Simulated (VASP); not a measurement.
LiH:

```
Li H
1.0
     0.00000    1.99847    1.99847
     1.99847    0.00000    1.99847
     1.99847    1.99847    0.00000
Li H
1 1
Direct
  0.00000 0.00000 0.00000
  0.50000 0.50000 0.50000
```

Base run:

| Item | Value |
| --- | --- |
| Program | VASP 6.6.1 |
| Functional | r2SCAN |
| Potentials or basis | VASP PAW PBE potentials, release 64 (Li_sv, H) |
| Cutoff | 520 eV |
| k mesh | 8 × 8 × 8 |
| Occupations | gaussian, width 0.01 eV |
| Spin | no spin polarisation |

Its results: band gap on the k mesh 3.58 eV.

Q: The run is repeated on the same cell with these changes: functional from r2SCAN to HSE06; k mesh from 8 × 8 × 8 to 6 × 6 × 6. What comes out?

A: Band gap on the k mesh 3.97 eV.

Several settings changed at once.

Caveats: some runs use coarse meshes.

A k mesh can miss the band edges.
